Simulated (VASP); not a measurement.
Here is a VASP 6.6.1 calculation.

The input INCAR:

```
SYSTEM = H
ALGO     = Normal         ! electronic algorithm
EDIFF    = 1E-6           ! SCF threshold, eV
ENCUT    = 520            ! plane-wave cutoff, eV
GGA      = PS             ! functional
ISIF     = 2              ! what is computed and relaxed
ISMEAR   = 0              ! smearing method
LASPH    = .True.         ! aspherical terms in the spheres
LCHARG   = .False.        ! write CHGCAR
LREAL    = .False.        ! projectors in reciprocal space
LWAVE    = .False.        ! write WAVECAR
NBANDS   = 6              ! bands
NELM     = 60             ! most SCF steps
PREC     = Accurate       ! precision mode
SIGMA    = 0.05           ! smearing width, eV
```

The input KPOINTS:

```
k-points
0
Gamma
  12 12 30
  0 0 0
```

POSCAR

```
H
1.0
    2.4934055168      0.0000000000      0.0000000000
    0.0000000000      2.4934055168      0.0000000000
    0.0000000000      0.0000000000      1.1072149965
H
1
Direct
    0.0000000000      0.0000000000      0.5000000000
```

Potentials or basis: VASP PAW PBE potentials, release 64 (H).

Command:

```console
$ cat potpaw_PBE.64/H/POTCAR > POTCAR
$ mpirun -np 1 vasp_std > vasp.out
```

Task: What does it give for the pressure?

Result: -9.3 GPa.

Stress tensor (GPa, compression positive):
```
  0.60   0.00   0.00
  0.00   0.60   0.00
  0.00   0.00 -29.05
```

Caveat: the PAW data sets were made with another functional, which shifts forces and pressure a little.
